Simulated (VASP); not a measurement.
Runs of VASP 6.6.1 on TiAl3. The structure is that of space group I4/mmm (No. 139), or close to it. The cells are those of the table. 

```csv
cell,further INCAR settings,gap on the mesh (eV),pressure (GPa)
"a = 4.761 Å, angles 134.8, 134.8, 65.9°, 4 atoms",ALGO = Fast; EDIFF = 1e-07; NBANDS = 18,none,(a)
"a = 5.046 Å, angles 134.8, 134.8, 65.9°, 4 atoms",ALGO = Fast; EDIFF = 1e-07; NBANDS = 18,none,0.0
"a = 5.205 Å, angles 137.5, 137.5, 61.7°, 4 atoms",ALGO = Fast; EDIFF = 1e-07; NBANDS = 18,none,0.5
"a = 4.860 Å, angles 134.8, 134.8, 65.9°, 4 atoms",ALGO = Fast; EDIFF = 1e-06; NBANDS = 18,none,14.9
```

Alike in all rows: task single point; level PBE; potentials or basis VASP PAW PBE potentials, release 64 (Ti_sv, Al); no spin polarisation; k mesh 16 × 16 × 16; cutoff (eV) 520; smearing gaussian 0.15 eV.

Question: Fill in the values left out.

Answer: (a) 26.1.

A gap of «none» marks levels without a gap at the run's occupations.
